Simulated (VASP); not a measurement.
# Mg (P6_3/mmc) in VASP: settings compared, part 2 of 2

VASP 6.6.1. The steps go on from the part before.

## Step 3: Single point, LDA

This run uses another cell than the first one, of 23.24 Å³/atom, 1.020 times its volume.

Input file INCAR:

```
PREC = Accurate ; ENCUT = 520
EDIFF = 1E-6 ; ISMEAR = -1
SIGMA = 0.05 ; LREAL = False
LASPH = True ; NELM = 100
ALGO = Fast ; ISIF = 2
LWAVE = False ; LCHARG = False
GGA = CA ; NBANDS = 9
```

Input file KPOINTS:

```
regular mesh
0
Gamma
  10 10 5
```

Input file POSCAR:

```
Mg
1.0
    3.2093000000      0.0000000000      0.0000000000
   -1.6046500000      2.7793353284      0.0000000000
    0.0000000000      0.0000000000      5.2103000000
Mg
2
Direct
    0.6666666667      0.3333333333      0.7500000000
    0.3333333333      0.6666666667      0.2500000000
```

Potentials or basis: VASP PAW LDA potentials, release 64 (Mg).

Launch:

```
cat potpaw_LDA.64/Mg/POTCAR > POTCAR
mpirun -np 1 vasp_std > vasp.out
```

OUTCAR:

```text
PREC = Accurate
   ENCUT = 520
   EDIFF = 1E-6
   ISMEAR = -1
   LREAL = False
   LASPH = True
   NELM = 100
   ISIF = 2
   GGA = CA

 ion  position               nearest neighbor table
   1  0.667  0.333  0.750-   2 3.20   2 3.20   2 3.20   2 3.20   2 3.20   2 3.20
   2  0.333  0.667  0.250-   1 3.20   1 3.20   1 3.20   1 3.20   1 3.20   1 3.20

  LATTYP: Found a hexagonal cell.
 ALAT       =     3.2093000000
 C/A-ratio  =     1.6235004518

  Lattice vectors:

 A1 = (   3.2093000000,   0.0000000000,   0.0000000000)
 A2 = (  -1.6046500000,   2.7793353284,   0.0000000000)
 A3 = (   0.0000000000,   0.0000000000,   5.2103000000)

Analysis of symmetry for initial positions (statically):
=====================================================================
 Subroutine PRICEL returns:
 Original cell was already a primitive cell.

 Routine SETGRP: Setting up the symmetry group for a
 hexagonal supercell.

 Subroutine GETGRP returns: Found 24 space group operations
 (whereof 12 operations were pure point group operations)
 out of a pool of 24 trial point group operations.

The static configuration has the point symmetry D_3d.
 The point group associated with its full space group is D_6h.

Analysis of symmetry for dynamics (positions and initial velocities):
=====================================================================
 Subroutine PRICEL returns:
 Original cell was already a primitive cell.

 Routine SETGRP: Setting up the symmetry group for a
 hexagonal supercell.

 Subroutine GETGRP returns: Found 24 space group operations
 (whereof 12 operations were pure point group operations)
 out of a pool of 24 trial point group operations.

The dynamic configuration has the point symmetry D_3d.
 The point group associated with its full space group is D_6h.

 Subroutine INISYM returns: Found 24 space group operations
 (whereof 12 operations are pure point group operations),
 and found     1 'primitive' translations

----------------------------------------------------------------------------------------

                                     Primitive cell

  volume of cell :      46.4744

  direct lattice vectors                    reciprocal lattice vectors
     3.209300000  0.000000000  0.000000000     0.311594429  0.179899127  0.000000000
    -1.604650000  2.779335328  0.000000000     0.000000000  0.359798255  0.000000000
     0.000000000  0.000000000  5.210300000     0.000000000  0.000000000  0.191927528

  length of vectors
     3.209300000  3.209300000  5.210300000     0.359798255  0.359798255  0.191927528

  position of ions in fractional coordinates (direct lattice)
     0.666666667  0.333333333  0.750000000
     0.333333333  0.666666667  0.250000000

  ion indices of the primitive-cell ions
   primitive index   ion index
                 1           1
                 2           2

----------------------------------------------------------------------------------------

 KPOINTS: regular mesh

Automatic generation of k-mesh.
 Grid dimensions read from file:
[... 22 lines left out ...]
  0.000000  0.000000  0.000000      1.000000
  0.100000  0.000000  0.000000      6.000000
  0.200000  0.000000  0.000000      6.000000
  0.300000  0.000000  0.000000      6.000000
  0.400000  0.000000  0.000000      6.000000
  0.500000  0.000000  0.000000      3.000000
[... 16 lines left out ...]
  0.300000  0.100000  0.200000     24.000000
  0.400000  0.100000  0.200000     24.000000
 [... further k-points ...]
   k-points           NKPTS =     42   k-points in BZ     NKDIM =     42   number of bands    NBANDS=      9
   number of dos      NEDOS =    301   number of ions     NIONS =      2
   total plane-waves  NPLWV =  23040
   dimension x,y,z NGX =    24 NGY =   24 NGZ =   40
   dimension x,y,z NGXF=    48 NGYF=   48 NGZF=   80
   ions per type =               2
   NGX,Y,Z   is equivalent  to a cutoff of  12.43, 12.43, 12.76 a.u.
   NGXF,Y,Z  is equivalent  to a cutoff of  24.86, 24.86, 25.53 a.u.
 SYSTEM =  unknown system
   PREC   = accura    normal or accurate (medium, high low for compatibility)
   ISTART =      0    job   : 0-new  1-cont  2-samecut
   ICHARG =      2    charge: 1-file 2-atom 10-const
   ISPIN  =      1    spin polarized calculation?
   LNONCOLLINEAR =      F non collinear calculations
   LSORBIT =      F    spin-orbit coupling
   LASPH  =      T    aspherical Exc in radial PAW
   ENCUT  =  520.0 eV  38.22 Ry    6.18 a.u.   5.97  5.97  9.69*2*pi/ulx,y,z
   NELM   =    100;   NELMIN=  2; NELMDL= -5     # of ELM steps
   EDIFF  = 0.1E-05   stopping-criterion for ELM
   LREAL  =      F    real-space projection
   EDIFFG = 0.1E-04   stopping-criterion for IOM
   NSW    =      0    number of steps for IOM
   IBRION =     -1    ionic relax: 0-MD 1-quasi-New 2-CG
   NFREE  =      0    steps in history (QN), initial steepest desc. (CG)
   ISIF   =      2    stress and relaxation
   ISYM   =      2    0-nonsym 1-usesym 2-fastsym
   POTIM  = 0.5000    time-step for ionic-motion
   TEBEG  =    0.0;   TEEND  =   0.0 temperature during run
   PSTRESS=    0.0 pullay stress
   NELECT =       4.0000    total number of electrons
   NUPDOWN=      -1.0000    fix difference up-down
   EMIN   =  10.00;   EMAX   =-10.00  energy-range for DOS
   EFERMI =   0.00;   METHOD = LEGACY
   ISMEAR =    -1;   SIGMA  =   0.05  broadening in eV -4-tet -1-fermi 0-gaus
   EFERMI_NEDOS =   21; number of points for ismear=-14 and -15
   IALGO  =     68    algorithm
   IMIX   =      4    mixing-type and parameters
     AMIX     =   0.40;   BMIX     =  1.00
     AMIX_MAG =   1.60;   BMIX_MAG =  1.00
  volume/ion in A,a.u.               =      23.24       156.81
  Fermi-wavevector in a.u.,A,eV,Ry     =   0.722809  1.365911  7.108401  0.522453
  Thomas-Fermi vector in A             =   1.812866
   LORBIT       =      0    0 simple, 1 ext, 2 COOP (PROOUT), +10 PAW based schemes
   GGA     = CA    functional components
   LHFCALC =     F    Hartree Fock is set to
   AEXX    =    0.0000 exact exchange contribution
   IVDW    =     0    specifies the selected vdW correction
   LEPSILON=     F    determine dielectric tensor
   LRPA    =     F    only Hartree local field effects (RPA)
 non-spin polarized calculation
 RMM-DIIS sequential band-by-band and
  energy-cutoff  :      520.00
  volume of cell :       46.47
 maximum number of plane-waves:      1277
 NGX is ok and might be reduce to    24
   NGX = 11   NGY = 11   NGZ = 19

 number of electron       4.0000000 magnetization

 Free energy of the ion-electron system (eV)
  ---------------------------------------------------
  ext. energy  EPLUGINS =         0.00000000
  ---------------------------------------------------
  free energy    TOTEN  =        -3.58296355 eV

  energy without entropy =       -3.57090731  energy(sigma->0) =       -3.57693543

 E-fermi :   2.4323     XC(G=0):  -8.6404

 val. band max:        2.4186244848   @ k =   0.2000   0.1000   0.0000
 cond. band min:       2.4444067912   @ k =   0.3000   0.3000   0.0000
 fundamental gap:      0.0257823065
 Fermi energy:         2.4323104098

 k-point     1 :       0.0000    0.0000    0.0000
  band No.  band energies     occupation
      1      -4.4602      2.00000
      2       0.7791      2.00000
      3       1.1282      2.00000
      4      13.2342      0.00000
      5      13.2342      0.00000
      6      13.2484      0.00000
      7      13.2484      0.00000
      8      14.1579      0.00000
      9      15.6675      0.00000
[... 265 lines left out ...]
 k-point    24 :       0.4000    0.1000    0.2000
  band No.  band energies     occupation
      1      -0.2390      2.00000
      2       1.5650      2.00000
      3       2.9945      0.00003
      4       4.7291      0.00000
      5       6.6809      0.00000
      6       7.6050      0.00000
      7       9.0646      0.00000
      8      10.3744      0.00000
      9      12.7677      0.00000

 [... further k-points ...]

------------------------ aborting loop because EDIFF is reached ----------------------------------------

  FORCE on cell =-STRESS in cart. coord.  units (eV):
  Direction    XX          YY          ZZ          XY          YZ          ZX
  --------------------------------------------------------------------------------------
  -------------------------------------------------------------------------------------
  Total       -0.9124550     -0.9124550     -0.5317232      0.0000000      0.0000000      0.0000000
  in kB      -31.4563297    -31.4563297    -18.3308333      0.0000000      0.0000000      0.0000000
  external PRESSURE =     -27.0811642 kB  Pullay stress =       0.0000000 kB

 VOLUME and BASIS-vectors are now :
 -----------------------------------------------------------------------------
  energy-cutoff  :      520.00
  volume of cell :       46.47
      direct lattice vectors                 reciprocal lattice vectors
     3.209300000  0.000000000  0.000000000     0.311594429  0.179899127  0.000000000
    -1.604650000  2.779335328  0.000000000     0.000000000  0.359798255  0.000000000
     0.000000000  0.000000000  5.210300000     0.000000000  0.000000000  0.191927528

 POSITION                                       TOTAL-FORCE (eV/Angst)
 -----------------------------------------------------------------------------------
      1.60465      0.92645      3.90773         0.000000     -0.000000      0.000000
     -0.00000      1.85289      1.30258        -0.000000      0.000000      0.000000
 -----------------------------------------------------------------------------------
    total drift:                                0.000000     -0.000000      0.000000

  FREE ENERGIE OF THE ION-ELECTRON SYSTEM (eV)
  ---------------------------------------------------
  free  energy   TOTEN  =        -3.5829635510 eV

  energy  without entropy=       -3.5709073087  energy(sigma->0) =       -3.57693543
```

OSZICAR:

```text
N       E                     dE             d eps       ncg     rms          rms(c)
DAV:   1    -0.832843627512E+00   -0.83284E+00   -0.12916E+03   756   0.314E+02
DAV:   2    -0.357505607640E+01   -0.27422E+01   -0.26724E+01  1037   0.284E+01
DAV:   3    -0.360356642618E+01   -0.28510E-01   -0.28438E-01   973   0.251E+00
DAV:   4    -0.360363761861E+01   -0.71192E-04   -0.71190E-04  1009   0.124E-01
DAV:   5    -0.360363785353E+01   -0.23492E-06   -0.23471E-06   970   0.618E-03    0.938E-01
RMM:   6    -0.359216893901E+01    0.11469E-01   -0.67377E-04   774   0.153E-01    0.596E-01
RMM:   7    -0.358296172701E+01    0.92072E-02   -0.25037E-03   793   0.300E-01    0.306E-02
RMM:   8    -0.358296399018E+01   -0.22632E-05   -0.10149E-04   831   0.638E-02    0.684E-03
RMM:   9    -0.358296355102E+01    0.43915E-06   -0.60939E-06   880   0.159E-02
   1 F= -.35829636E+01 E0= -.35769354E+01  d E =-.120562E-01
```

It took 3.6 s on 1 thread of Intel Xeon 6975P-C (Granite Rapids), shared host; peak memory 0.14 GiB.

What came out:

```
Free energy            : -3.5830 eV
Pressure               : -2.7 GPa
Band gap on the k mesh : zero (band 2 reaches 3.10 eV, above the bottom of band 3 at 1.13 eV)
```

Stress tensor (GPa, compression positive):
```
-3.15  0.00  0.00
 0.00 -3.15  0.00
 0.00  0.00 -1.83
```

## Step 4: Single point, LDA

This run uses another cell than the first one, of 23.70 Å³/atom, 1.041 times its volume.

Input file INCAR:

```
SYSTEM = Mg
  PREC = Accurate
  ENCUT = 520
  EDIFF = 1E-6
  ISMEAR = -1
  SIGMA = 0.05
  LREAL = .False.
  LASPH = .True.
  NELM = 80
  ALGO = Fast
  ISIF = 2
  LWAVE = .False.
  LCHARG = .True.
  GGA = CA
  LELF = .True.
  LVHAR = .True.
  NBANDS = 9
```

Input file KPOINTS:

```
regular mesh
0
Gamma
  10 10 5
  0 0 0
```

Input file POSCAR:

```
Mg
1.0
    3.2305542618      0.0000000000      0.0000000000
   -1.6152771309      2.7977420591      0.0000000000
    0.0000000000      0.0000000000      5.2448063036
Mg
2
Direct
    0.6666666667      0.3333333333      0.7500000000
    0.3333333333      0.6666666667      0.2500000000
```

Potentials or basis: VASP PAW LDA potentials, release 64 (Mg).

Launch:

```
cat potpaw_LDA.64/Mg/POTCAR > POTCAR
mpirun -np 1 vasp_std > vasp.out
```

OUTCAR:

```text
SYSTEM = Mg
   PREC = Accurate
   ENCUT = 520
   EDIFF = 1E-6
   ISMEAR = -1
   LREAL = .False.
   LASPH = .True.
   NELM = 80
   ISIF = 2
   GGA = CA

 ion  position               nearest neighbor table
   1  0.667  0.333  0.750-   2 3.22   2 3.22   2 3.22   2 3.22   2 3.22   2 3.22
   2  0.333  0.667  0.250-   1 3.22   1 3.22   1 3.22   1 3.22   1 3.22   1 3.22

  LATTYP: Found a hexagonal cell.
 ALAT       =     3.2305542618
 C/A-ratio  =     1.6235004518

  Lattice vectors:

 A1 = (   3.2305542618,   0.0000000000,   0.0000000000)
 A2 = (  -1.6152771309,   2.7977420591,   0.0000000000)
 A3 = (   0.0000000000,   0.0000000000,   5.2448063036)

Analysis of symmetry for initial positions (statically):
=====================================================================
 Subroutine PRICEL returns:
 Original cell was already a primitive cell.

 Routine SETGRP: Setting up the symmetry group for a
 hexagonal supercell.

 Subroutine GETGRP returns: Found 24 space group operations
 (whereof 12 operations were pure point group operations)
 out of a pool of 24 trial point group operations.

The static configuration has the point symmetry D_3d.
[... 169 lines left out ...]

 k-point     1 :       0.0000    0.0000    0.0000
  band No.  band energies     occupation
      1      -4.4767      2.00000
      2       0.7114      2.00000
      3       1.0262      2.00000
      4      12.9948      0.00000
      5      12.9948      0.00000
      6      13.0209      0.00000
      7      13.0209      0.00000
      8      13.9460      0.00000
      9      15.3856      0.00000
[... 265 lines left out ...]
 k-point    24 :       0.4000    0.1000    0.2000
  band No.  band energies     occupation
      1      -0.3082      2.00000
      2       1.4782      2.00000
      3       2.8833      0.00003
      4       4.6021      0.00000
      5       6.5419      0.00000
      6       7.4257      0.00000
      7       8.8588      0.00000
      8      10.1725      0.00000
      9      12.5181      0.00000

 [... further k-points ...]

------------------------ aborting loop because EDIFF is reached ----------------------------------------

  FORCE on cell =-STRESS in cart. coord.  units (eV):
  Direction    XX          YY          ZZ          XY          YZ          ZX
  --------------------------------------------------------------------------------------
  -------------------------------------------------------------------------------------
  Total       -1.0936940     -1.0936940     -0.6971970      0.0000000      0.0000000      0.0000000
  in kB      -36.9651313    -36.9651313    -23.5641569      0.0000000      0.0000000      0.0000000
  external PRESSURE =     -32.4981399 kB  Pullay stress =       0.0000000 kB

 VOLUME and BASIS-vectors are now :
 -----------------------------------------------------------------------------
  energy-cutoff  :      520.00
  volume of cell :       47.40
      direct lattice vectors                 reciprocal lattice vectors
     3.230554262  0.000000000  0.000000000     0.309544406  0.178715546  0.000000000
    -1.615277131  2.797742059  0.000000000     0.000000000  0.357431092  0.000000000
     0.000000000  0.000000000  5.244806304     0.000000000  0.000000000  0.190664811

 POSITION                                       TOTAL-FORCE (eV/Angst)
 -----------------------------------------------------------------------------------
      1.61528      0.93258      3.93360        -0.000000     -0.000000      0.000000
     -0.00000      1.86516      1.31120         0.000000      0.000000      0.000000
 -----------------------------------------------------------------------------------
    total drift:                                0.000000     -0.000000      0.000000

  FREE ENERGIE OF THE ION-ELECTRON SYSTEM (eV)
  ---------------------------------------------------
  free  energy   TOTEN  =        -3.5656591153 eV

  energy  without entropy=       -3.5536167301  energy(sigma->0) =       -3.55963792
```

stdout:

```text
POSCAR found type information on POSCAR Mg
 POSCAR found :  1 types and       2 ions
 scaLAPACK will be used
 LDA part: xc-table for (Slater(with rela. corr.)+CA(PZ))
 , standard interpolation
 POSCAR, INCAR and KPOINTS ok, starting setup
 FFT: planning ... GRIDC
 FFT: planning ... GRID_SOFT
 FFT: planning ... GRID
 WAVECAR not read
 entering main loop
```

Wall time 4 s (1 thread of Intel Xeon 6975P-C (Granite Rapids), shared host); peak memory 0.14 GiB.

Results:

```
Free energy            : -3.5657 eV
Pressure               : -3.2 GPa
Band gap on the k mesh : zero (band 2 reaches 3.00 eV, above the bottom of band 3 at 1.03 eV)
```

## Step 5: The runs side by side

| level | potentials or basis | cell | gap on the mesh (eV) | pressure (GPa) |
| --- | --- | --- | --- | --- |
| PBE | VASP PAW PBE potentials, release 64 (Mg) | a = 3.188, b = 3.188, c = 5.175 Å, angles 90.0, 90.0, 120.0°, 2 atoms | none | 0.2 |
| LDA | VASP PAW LDA potentials, release 64 (Mg) | a = 3.209, b = 3.209, c = 5.210 Å, angles 90.0, 90.0, 120.0°, 2 atoms | none | -2.7 |
| LDA | VASP PAW LDA potentials, release 64 (Mg) | a = 3.231, b = 3.231, c = 5.245 Å, angles 90.0, 90.0, 120.0°, 2 atoms | none | -3.2 |

Alike in all rows: task single point; no spin polarisation; k mesh 10 × 10 × 5; cutoff (eV) 520; smearing fermi-dirac 0.05 eV.

Absolute energies hang on the potentials; compare differences alone.
